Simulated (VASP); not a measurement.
# GaN (F-43m) in VASP: notebook

The runs below take GaN through single point, with PBE.

All numbers are computed with VASP 6.6.1; they aren't measurements. Logs are shortened: lines on timing, memory, paths and dates and some standing lists are left out, and cuts for length are marked.

### 1 The cell of the first run

It takes space group F-43m (No. 216, cubic). Conventional cell: a = 4.507 Å, b = 4.507 Å, c = 4.507 Å, α = 90.00°, β = 90.00°, γ = 90.00°. Ga (site symmetry -43m) has 4 N at 1.95 Å within 2.6 Å. N (site symmetry -43m) has 4 Ga at 1.95 Å within 2.6 Å.

### 2 Single point, PBE

INCAR reads:

```
PREC = Accurate ; ENCUT = 600
EDIFF = 1E-6 ; ISMEAR = 0
SIGMA = 0.01 ; LREAL = False
LASPH = True ; NELM = 120
ALGO = Normal ; ISIF = 2
LWAVE = False ; LCHARG = True
GGA = PE ; LELF = True
LVHAR = True ; NBANDS = 16
GGA_COMPAT = False
```

KPOINTS reads:

```
Automatic mesh
0
Gamma
  3 3 3
```

POSCAR reads:

```
GaN
1.0
    0.0000000000      2.2535006100      2.2535006100
    2.2535006100      0.0000000000      2.2535006100
    2.2535006100      2.2535006100      0.0000000000
Ga N
1 1
Direct
    0.0000000000      0.0000000000      0.0000000000
    0.7500000000      0.7500000000      0.7500000000
```

Potentials or basis: VASP PAW PBE potentials, release 64 (Ga_d, N).

Started as:

```console
cat potpaw_PBE.64/Ga_d/POTCAR potpaw_PBE.64/N/POTCAR > POTCAR
mpirun -np 1 vasp_std > vasp.out
```

OUTCAR:

```text
PREC = Accurate
   ENCUT = 600
   EDIFF = 1E-6
   ISMEAR = 0
   LREAL = False
   LASPH = True
   NELM = 120
   ISIF = 2
   GGA = PE

 ion  position               nearest neighbor table
   1  0.000  0.000  0.000-   2 1.95   2 1.95   2 1.95   2 1.95
   2  0.750  0.750  0.750-   1 1.95   1 1.95   1 1.95   1 1.95

  LATTYP: Found a face centered cubic cell.
 ALAT       =     4.5070012200

  Lattice vectors:

 A1 = (   0.0000000000,   2.2535006100,   2.2535006100)
 A2 = (   2.2535006100,   0.0000000000,   2.2535006100)
 A3 = (   2.2535006100,   2.2535006100,   0.0000000000)

Analysis of symmetry for initial positions (statically):
=====================================================================
 Subroutine PRICEL returns:
 Original cell was already a primitive cell.

 Routine SETGRP: Setting up the symmetry group for a
 face centered cubic supercell.

 Subroutine GETGRP returns: Found 24 space group operations
 (whereof 24 operations were pure point group operations)
 out of a pool of 48 trial point group operations.

The static configuration has the point symmetry T_d .

Analysis of symmetry for dynamics (positions and initial velocities):
=====================================================================
 Subroutine PRICEL returns:
 Original cell was already a primitive cell.

 Routine SETGRP: Setting up the symmetry group for a
 face centered cubic supercell.

 Subroutine GETGRP returns: Found 24 space group operations
 (whereof 24 operations were pure point group operations)
 out of a pool of 48 trial point group operations.

The dynamic configuration has the point symmetry T_d .

 Subroutine INISYM returns: Found 24 space group operations
 (whereof 24 operations are pure point group operations),
 and found     1 'primitive' translations

----------------------------------------------------------------------------------------

                                     Primitive cell

  volume of cell :      22.8877

  direct lattice vectors                    reciprocal lattice vectors
     0.000000000  2.253500610  2.253500610    -0.221877020  0.221877020  0.221877020
     2.253500610  0.000000000  2.253500610     0.221877020 -0.221877020  0.221877020
     2.253500610  2.253500610  0.000000000     0.221877020  0.221877020 -0.221877020

  length of vectors
     3.186931125  3.186931125  3.186931125     0.384302272  0.384302272  0.384302272
[... 58 lines left out ...]
   ENCUT  =  600.0 eV  44.10 Ry    6.64 a.u.   6.37  6.37  6.37*2*pi/ulx,y,z
   NELM   =    120;   NELMIN=  2; NELMDL= -5     # of ELM steps
   EDIFF  = 0.1E-05   stopping-criterion for ELM
   LREAL  =      F    real-space projection
   EDIFFG = 0.1E-04   stopping-criterion for IOM
   NSW    =      0    number of steps for IOM
   IBRION =     -1    ionic relax: 0-MD 1-quasi-New 2-CG
   NFREE  =      0    steps in history (QN), initial steepest desc. (CG)
   ISIF   =      2    stress and relaxation
   ISYM   =      2    0-nonsym 1-usesym 2-fastsym
   POTIM  = 0.5000    time-step for ionic-motion
   TEBEG  =    0.0;   TEEND  =   0.0 temperature during run
   PSTRESS=    0.0 pullay stress
   NELECT =      18.0000    total number of electrons
   NUPDOWN=      -1.0000    fix difference up-down
   EMIN   =  10.00;   EMAX   =-10.00  energy-range for DOS
   EFERMI =   0.00;   METHOD = LEGACY
   ISMEAR =     0;   SIGMA  =   0.01  broadening in eV -4-tet -1-fermi 0-gaus
   EFERMI_NEDOS =   21; number of points for ismear=-14 and -15
   IALGO  =     38    algorithm
   IMIX   =      4    mixing-type and parameters
     AMIX     =   0.40;   BMIX     =  1.00
     AMIX_MAG =   1.60;   BMIX_MAG =  1.00
  volume/ion in A,a.u.               =      11.44        77.23
  Fermi-wavevector in a.u.,A,eV,Ry     =   1.511117  2.855596 31.068543  2.283473
  Thomas-Fermi vector in A             =   2.621216
   LORBIT       =      0    0 simple, 1 ext, 2 COOP (PROOUT), +10 PAW based schemes
   GGA     = PE    functional components
   LHFCALC =     F    Hartree Fock is set to
   AEXX    =    0.0000 exact exchange contribution
   IVDW    =     0    specifies the selected vdW correction
   LEPSILON=     F    determine dielectric tensor
   LRPA    =     F    only Hartree local field effects (RPA)
 non-spin polarized calculation
 Gauss-broadening in eV      SIGMA  =   0.01
  energy-cutoff  :      600.00
  volume of cell :       22.89
 maximum number of plane-waves:       769
 NGX is ok and might be reduce to    28
   NGX = 13   NGY = 13   NGZ = 13

 number of electron      18.0000005 magnetization

 Free energy of the ion-electron system (eV)
  ---------------------------------------------------
  ext. energy  EPLUGINS =         0.00000000
  ---------------------------------------------------
  free energy    TOTEN  =       -11.84861817 eV

  energy without entropy =      -11.84861817  energy(sigma->0) =      -11.84861817

 E-fermi :   5.4957     XC(G=0): -11.6287

 val. band max:        5.4470590034   @ k =   0.0000   0.0000   0.0000
 cond. band min:       7.1031307269   @ k =   0.0000   0.0000   0.0000
 fundamental gap:      1.6560717236
 Fermi energy:         5.4957041467

 k-point     1 :       0.0000    0.0000    0.0000
  band No.  band energies     occupation
      1     -10.5330      2.00000
      2      -8.1650      2.00000
      3      -8.1650      2.00000
      4      -8.1650      2.00000
      5      -7.8521      2.00000
      6      -7.8521      2.00000
[... 53 lines left out ...]
      3      -7.9442      2.00000
      4      -7.8963      2.00000
      5      -7.8335      2.00000
      6      -6.0353      2.00000
[... 8 lines left out ...]
     15      24.2508      0.00000
     16      28.1992      0.00000

------------------------ aborting loop because EDIFF is reached ----------------------------------------

  FORCE on cell =-STRESS in cart. coord.  units (eV):
  Direction    XX          YY          ZZ          XY          YZ          ZX
  --------------------------------------------------------------------------------------
  -------------------------------------------------------------------------------------
  Total        0.7540548      0.7540548      0.7540548      0.0000000     -0.0000000      0.0000000
  in kB       52.7849900     52.7849900     52.7849900      0.0000000     -0.0000000      0.0000000
  external PRESSURE =      52.7849900 kB  Pullay stress =       0.0000000 kB

 VOLUME and BASIS-vectors are now :
 -----------------------------------------------------------------------------
  energy-cutoff  :      600.00
  volume of cell :       22.89
      direct lattice vectors                 reciprocal lattice vectors
     0.000000000  2.253500610  2.253500610    -0.221877020  0.221877020  0.221877020
     2.253500610  0.000000000  2.253500610     0.221877020 -0.221877020  0.221877020
     2.253500610  2.253500610  0.000000000     0.221877020  0.221877020 -0.221877020

 POSITION                                       TOTAL-FORCE (eV/Angst)
 -----------------------------------------------------------------------------------
      0.00000      0.00000      0.00000         0.000000      0.000000      0.000000
      3.38025      3.38025      3.38025        -0.000000     -0.000000     -0.000000
 -----------------------------------------------------------------------------------
    total drift:                               -0.000000     -0.000000     -0.000000

  FREE ENERGIE OF THE ION-ELECTRON SYSTEM (eV)
  ---------------------------------------------------
  free  energy   TOTEN  =       -11.8486181703 eV

  energy  without entropy=      -11.8486181703  energy(sigma->0) =      -11.84861817
```

OSZICAR:

```text
N       E                     dE             d eps       ncg     rms          rms(c)
DAV:   1     0.826536205217E+02    0.82654E+02   -0.10803E+04   152   0.209E+03
DAV:   2    -0.859769535567E+01   -0.91251E+02   -0.86633E+02   152   0.334E+02
DAV:   3    -0.139703190000E+02   -0.53726E+01   -0.53472E+01   160   0.726E+01
DAV:   4    -0.140257553368E+02   -0.55436E-01   -0.55434E-01   160   0.772E+00
DAV:   5    -0.140265628405E+02   -0.80750E-03   -0.80750E-03   160   0.833E-01    0.793E+00
DAV:   6    -0.118416645195E+02    0.21849E+01   -0.49766E+00   192   0.412E+01    0.270E+00
DAV:   7    -0.118540937922E+02   -0.12429E-01   -0.36860E-01   144   0.627E+00    0.179E+00
DAV:   8    -0.118518642281E+02    0.22296E-02   -0.52984E-02   152   0.353E+00    0.667E-01
DAV:   9    -0.118483197054E+02    0.35445E-02   -0.13871E-02   184   0.293E+00    0.184E-01
DAV:  10    -0.118486981438E+02   -0.37844E-03   -0.16532E-03   152   0.618E-01    0.856E-02
DAV:  11    -0.118486139834E+02    0.84160E-04   -0.25938E-04   184   0.227E-01    0.133E-02
DAV:  12    -0.118486184460E+02   -0.44626E-05   -0.36762E-05   144   0.516E-02    0.127E-02
DAV:  13    -0.118486181703E+02    0.27561E-06   -0.72858E-07   112   0.223E-02
   1 F= -.11848618E+02 E0= -.11848618E+02  d E =-.331204E-13
```

Wall time 7.7 s (1 thread of Intel Xeon Platinum 8488C (Sapphire Rapids), shared host); peak memory 0.15 GiB.

Results:

```yaml
Free_energy: -11.8486 eV
Pressure: 5.3 GPa
Band_gap_on_the_k_mesh: 1.66 eV, direct
```

Levels at points of the mesh, in eV from the valence-band top:
```csv
k point,band 7,band 8,band 9,band 10,band 11,band 12
"(0.00, 0.00, 0.00)",0.00,0.00,0.00,1.66,10.15,10.15
```

Caveat: the k points lie up to 0.80 Å⁻¹ apart. A hybrid or GW would open this gap; PBE tends to underestimate it.

### 3 Single point, PBE

INCAR reads:

```
PREC = Accurate
ENCUT = 600
EDIFF = 1E-6
ISMEAR = 0
SIGMA = 0.01
LREAL = F
LASPH = T
NELM = 120
ALGO = Normal
ISIF = 2
LWAVE = F
LCHARG = F
GGA = PE
NBANDS = 16
GGA_COMPAT = F
```

KPOINTS reads:

```
Automatic mesh
0
Gamma
  4 4 4
```

POSCAR is that of step 2.

Potentials or basis: VASP PAW PBE potentials, release 64 (Ga_d, N).

Started as:

```console
cat potpaw_PBE.64/Ga_d/POTCAR potpaw_PBE.64/N/POTCAR > POTCAR
mpirun -np 1 vasp_std > vasp.out
```

Run time: 9.2 s. Hardware: 1 thread of Intel Xeon Platinum 8488C (Sapphire Rapids), shared host; peak memory 0.15 GiB.

The run converged. Its results:

* Free energy: -12.0811 eV
* Pressure: 4.9 GPa
* Band gap on the k mesh: 1.70 eV, direct

Levels at points of the mesh, in eV from the valence-band top:
```tsv
k point	band 6	band 7	band 8	band 9	band 10	band 11	band 12	band 13
(0.00, 0.00, 0.00)	-13.17	0.00	0.00	0.00	1.70	10.26	10.26	10.26
(0.50, 0.00, 0.00)	-11.91	-7.06	-0.97	-0.97	4.61	8.72	10.32	10.32
(0.50, 0.50, 0.00)	-11.48	-6.15	-2.71	-2.71	3.31	6.63	11.70	13.94
```

Caveat: the k points lie up to 0.60 Å⁻¹ apart. PBE gaps usually lie below the measured ones, often by a third to a half.
